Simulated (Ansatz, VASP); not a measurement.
# SnSe2 in VASP and in Ansatz

```xyz
3
Lattice="3.8174 0.0000 0.0000 -1.9087 3.3060 0.0000 0.0000 0.0000 6.1547" Properties=species:S:1:pos:R:3 pbc="T T T"
Sn    0.0000    0.0000    0.0000
Se    1.9087    1.1020    4.5678
Se    0.0000    2.2040    1.5869
```

Alike in both runs: task single point; functional PBEsol; k mesh 12 × 12 × 6; occupations gaussian, width 0.02 eV; no spin polarisation.

```csv
,VASP,Ansatz
version,VASP 6.6.1,Ansatz 0.2.0
potentials or method,"VASP PAW PBE potentials, release 64 (Sn_d, Se), cutoff 520 eV","scalar-relativistic, plane waves, PAW"
valence electrons in the cell,26,46
```

```tsv
	VASP	Ansatz	Ansatz less VASP
gap on the k mesh at the Fermi level (eV)	0.49	0.49	+0.005
least direct gap on the mesh (eV)	0.99	1.00	+0.009
pressure (GPa)	0.1	0.0	-0.10
rms of the force components (eV/Å)	0.009	0.001	-0.0079
```

VASP's potentials were made for PBE, not for PBEsol. Atom by atom the forces differ by 0.009 eV/Å (rms over components). With one functional, cell and mesh, what is left measures potentials, basis and numerics. VASP's potentials hold 26 valence electrons a cell and Ansatz's 46, so a difference there can come from the potentials and not from the codes.
